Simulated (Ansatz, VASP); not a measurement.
WS2: VASP beside Ansatz

The input INCAR:

```
  PREC = Accurate
  ENCUT = 500
  EDIFF = 1E-6
  ISMEAR = 0
  SIGMA = 0.05
  LREAL = False
  LASPH = True
  NELM = 120
  ALGO = Normal
  ISIF = 2
  LWAVE = False
  LCHARG = True
  GGA = PS
  LELF = True
  LVHAR = True
  NBANDS = 20
  GGA_COMPAT = False
```

KPOINTS

```
regular mesh
0
Gamma
  6 6 1
```

POSCAR

```
WS2
1.0
    3.1835163552      0.0000000000      0.0000000000
   -1.5917581776      2.7570060369      0.0000000000
    0.0000000000      0.0000000000     17.2048365584
W S
1 2
Direct
    0.3333333333      0.6666666667      0.0000000000
    0.6666666667      0.3333333333      0.9079994900
    0.6666666667      0.3333333333      0.0920005100
```

Input for Ansatz:

```yaml
crystal:
  lattice:
    - [3.1835163552, 0.0, 0.0]
    - [-1.5917581776, 2.7570060369, 0.0]
    - [0.0, 0.0, 17.2048365584]
  atoms:
    - { symbol: W, position: [0.3333333333, 0.6666666667, 0.0] }
    - { symbol: S, position: [0.6666666667, 0.3333333333, 0.90799949] }
    - { symbol: S, position: [0.6666666667, 0.3333333333, 0.09200051] }
basis:
  ecutwfc: 420
kpoints:
  mp_grid: { grid: [6, 6, 1] }
hamiltonian:
  xc: pbesol
scf:
  occupations: { method: gaussian, width: 0.05 }
output:
  forces: true
  stress: true
  eigenvalues: true
```

Change from the starting cell: strain +0.0150 x Voigt [0, 0, 1, 0, 0, 0], atoms carried along.

Alike in both runs: task single point; functional PBEsol; k mesh 6 × 6 × 1; occupations gaussian, width 0.05 eV; no spin polarisation.

|  | VASP | Ansatz |
| --- | --- | --- |
| version | VASP 6.6.1 | Ansatz 0.2.0 |
| potentials or method | VASP PAW PBE potentials, release 64 (W_sv, S), cutoff 500 eV | scalar-relativistic, plane waves, PAW |
| valence electrons in the cell | 26 | 26 |

```csv
,VASP,Ansatz,Ansatz less VASP
gap on the k mesh at the Fermi level (eV),1.84,1.84,-0.004
least direct gap on the mesh (eV),1.84,1.84,-0.004
rms of the force components (eV/Å),0.260,0.270,+0.0100
```

VASP's potentials were made for PBE, not for PBEsol. Atom by atom the forces differ by 0.010 eV/Å (rms over components). The functional is the same, so the differences come from potentials, cutoffs and numerics.

Spin-orbit coupling is off throughout.
